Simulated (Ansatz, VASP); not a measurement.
# Two plane-wave programs on GaN

File INCAR:

```
PREC = Accurate ; ENCUT = 520
EDIFF = 1E-6 ; ISMEAR = 0
SIGMA = 0.05 ; LREAL = F
LASPH = T ; NELM = 80
ALGO = Normal ; ISIF = 2
LWAVE = F ; LCHARG = T
GGA = PE ; LELF = T
LVHAR = T ; NBANDS = 26
```

File KPOINTS:

```
Automatic mesh
0
Gamma
  12 12 6
```

File POSCAR:

```
GaN
1.0
    3.1322996656      0.0000000000      0.0000000000
   -1.5661498328      2.7539604900      0.0000000000
    0.0000000000      0.0000000000      5.1660000000
Ga N
2 2
Direct
    0.3333333333      0.6666666667      0.0000000000
    0.6666666667      0.3333333333      0.5000000000
    0.3333333333      0.6666666667      0.3750000000
    0.6666666667      0.3333333333      0.8750000000
```

Input for Ansatz:

```yaml
crystal:
  lattice:
    - [3.1322996656, 0.0, 0.0]
    - [-1.5661498328, 2.75396049, 0.0]
    - [0.0, 0.0, 5.166]
  atoms:
    - { symbol: Ga, position: [0.3333333333, 0.6666666667, 0.0] }
    - { symbol: Ga, position: [0.6666666667, 0.3333333333, 0.5] }
    - { symbol: "N", position: [0.3333333333, 0.6666666667, 0.375] }
    - { symbol: "N", position: [0.6666666667, 0.3333333333, 0.875] }
basis:
  ecutwfc: 420
kpoints:
  mp_grid: { grid: [12, 12, 6] }
hamiltonian:
  xc: pbe
scf:
  occupations: { method: gaussian, width: 0.05 }
output:
  forces: true
  stress: true
  eigenvalues: true
```

Change from the starting cell: strain -0.0150 x Voigt [1, 0, 0, 0, 0, 0], atoms carried along.

Alike in both runs: task single point; functional PBE; k mesh 12 × 12 × 6; occupations gaussian, width 0.05 eV; no spin polarisation.

|  | VASP | Ansatz |
| --- | --- | --- |
| version | VASP 6.6.1 | Ansatz 0.2.0 |
| potentials or method | VASP PAW PBE potentials, release 64 (Ga_d, N), cutoff 520 eV | scalar-relativistic, plane waves, PAW |
| valence electrons in the cell | 36 | 36 |

```csv
,VASP,Ansatz,Ansatz less VASP
gap on the k mesh at the Fermi level (eV),2.02,2.01,-0.009
least direct gap on the mesh (eV),2.02,2.01,-0.009
pressure (GPa),10.5,10.5,-0.03
"traceless stress, the component that is largest in VASP (GPa)",2.75,2.77,+0.013
rms of the force components (eV/Å),0.088,0.090,+0.0015
```

Atom by atom the forces differ by 0.002 eV/Å (rms over components).
